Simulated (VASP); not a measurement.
MgS, 2 atoms in the cell. Symmetry: Fm-3m, No. 225, cubic system. The conventional cell has a = 5.203 Å, b = 5.203 Å, c = 5.203 Å, α = 90.00°, β = 90.00°, γ = 90.00°. Mg (site symmetry m-3m) has 6 S at 2.60 Å within 3.4 Å. S (site symmetry m-3m) has 6 Mg at 2.60 Å within 3.4 Å. 

| Property | Result |
| --- | --- |
| Program | VASP 6.6.1 |
| Task | G0W0 quasiparticle levels |
| Functional | PBE |
| Potentials or basis | VASP PAW PBE potentials, release 64 (Mg_GW, S_GW) |
| Cutoff | 500 eV |
| k mesh | 6 × 6 × 6 |
| Occupations | gaussian, width 0.01 eV |
| Spin | no spin polarisation |
| Dipole correction | no |
| GW scheme | G0W0 |
| GW iterations | 1 |
| Cutoff of the response function | 80 |
| Frequency points | 96 |
| Empty bands | 57 |
| Further INCAR settings | ALGO = EVGW0; EDIFF = 1e-08; NBANDS = 61 |

Potentials or basis: VASP PAW PBE potentials, release 64 (Mg_GW, S_GW).

Run with:

```sh
$ cat potpaw_PBE.64/Mg_GW/POTCAR potpaw_PBE.64/S_GW/POTCAR > POTCAR
$ cp INCAR.step1 INCAR
$ mpirun -np 1 vasp_std > vasp.out
$ cp INCAR.step2 INCAR
$ mpirun -np 1 vasp_std > vasp.out
$ cp INCAR.step3 INCAR
$ mpirun -np 1 vasp_std > vasp.out
```

Hardware: 1 thread of AMD EPYC 9R45 96-Core Processor (Zen 5), with other jobs on the host.

Question: How long does it take, and how much memory?

Answer: Wall time 3.7 min on 1 thread of AMD EPYC 9R45 96-Core Processor (Zen 5), on a shared host, peak memory 0.39 GiB. Counts: k points 16.
